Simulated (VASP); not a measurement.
Here is a VASP 6.6.1 calculation.

The input INCAR:

```
SYSTEM = Ru
PREC     = Accurate       ! precision mode
ENCUT    = 520            ! plane-wave cutoff, eV
EDIFF    = 1E-6           ! SCF threshold, eV
ISMEAR   = -1             ! smearing method
SIGMA    = 0.1            ! smearing width, eV
LREAL    = .FALSE.        ! projectors in reciprocal space
LASPH    = .TRUE.         ! aspherical terms in the spheres
NELM     = 100            ! most SCF steps
ALGO     = Normal         ! electronic algorithm
ISIF     = 2              ! what is computed and relaxed
LWAVE    = .FALSE.        ! write WAVECAR
LCHARG   = .FALSE.        ! write CHGCAR
GGA      = PE             ! functional
NBANDS   = 13             ! bands
```

File KPOINTS:

```
regular mesh
0
G
  22 22 22
  0 0 0
```

File POSCAR:

```
Ru
1.0
    1.5275017075      1.5275017075      1.5275017075
   -1.5275017075      1.5275017075      1.5275017075
   -1.5275017075     -1.5275017075      1.5275017075
Ru
1
Direct
    0.0000000000      0.0000000000      0.0000000000
```

Potentials or basis: VASP PAW PBE potentials, release 64 (Ru_pv).

Run with:

```bash
$ cat potpaw_PBE.64/Ru_pv/POTCAR > POTCAR
$ mpirun -np 1 vasp_std > vasp.out
```

Question: What does it give for the band gap on the k mesh?

Answer: Zero (band 7 reaches 13.88 eV, above the bottom of band 8 at 10.41 eV).

Question: What does it give for the pressure?

Answer: -0.1 GPa.
